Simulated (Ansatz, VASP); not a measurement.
**SrCl2: VASP beside Ansatz**

File POSCAR:

```
SrCl2
1.0
    0.0000000000      3.3460800000      3.3460800000
    3.3460800000      0.0000000000      3.3460800000
    3.3460800000      3.3460800000      0.0000000000
Sr Cl
1 2
Direct
    0.0000000000      0.0000000000      0.0000000000
    0.2500000000      0.2500000000      0.2500000000
    0.7500000000      0.7500000000      0.7500000000
```

Contents of INCAR.step1:

```
SYSTEM = SrCl2
PREC = Accurate
ENCUT = 520
ISMEAR = 0
SIGMA = 0.05
LREAL = .FALSE.
LASPH = .TRUE.
NELM = 100
NBANDS = 19
GGA = PE
ALGO = Normal
EDIFF = 1E-4
LWAVE = .TRUE.
LCHARG = .FALSE.
```

File INCAR.step2:

```
SYSTEM = SrCl2
PREC = Accurate
ENCUT = 520
EDIFF = 1E-7
ISMEAR = 0
SIGMA = 0.05
LREAL = .FALSE.
LASPH = .TRUE.
NELM = 100
ALGO = Normal
ISIF = 2
LWAVE = .FALSE.
LCHARG = .FALSE.
METAGGA = R2SCAN
LMIXTAU = .TRUE.
NBANDS = 19
ISTART = 1
```

Contents of KPOINTS:

```
regular mesh
0
G
  6 6 6
  0 0 0
```

Input for Ansatz:

```yaml
crystal:
  lattice:
    - [0.0, 3.34608, 3.34608]
    - [3.34608, 0.0, 3.34608]
    - [3.34608, 3.34608, 0.0]
  atoms:
    - { symbol: Sr, position: [0.0, 0.0, 0.0] }
    - { symbol: Cl, position: [0.25, 0.25, 0.25] }
    - { symbol: Cl, position: [0.75, 0.75, 0.75] }
basis:
  ecutwfc: 500
kpoints:
  mp_grid: { grid: [6, 6, 6] }
hamiltonian:
  xc: r2scan
scf:
  occupations: { method: gaussian, width: 0.05 }
output:
  forces: true
  stress: true
  eigenvalues: true
```

Change from the starting cell: strain -0.040 along x and y, -0.040 along z, atoms carried along.

Alike in both runs: task single point; functional r2SCAN; k mesh 6 × 6 × 6; occupations gaussian, width 0.05 eV; no spin polarisation.

|  | VASP | Ansatz |
| --- | --- | --- |
| version | VASP 6.6.1 | Ansatz 0.2.0 |
| potentials or method | VASP PAW PBE potentials, release 64 (Sr_sv, Cl), cutoff 520 eV | scalar-relativistic, plane waves, PAW |
| valence electrons in the cell | 24 | 24 |

|  | VASP | Ansatz | Ansatz less VASP |
| --- | --- | --- | --- |
| gap on the k mesh at the Fermi level (eV) | 5.89 | 5.89 | -0.002 |
| least direct gap on the mesh (eV) | 5.89 | 5.89 | -0.002 |
| pressure (GPa) | 6.8 | 6.7 | -0.11 |

VASP's potentials were made for PBE, not for r2SCAN. With one functional, cell and mesh, what is left measures potentials, basis and numerics.
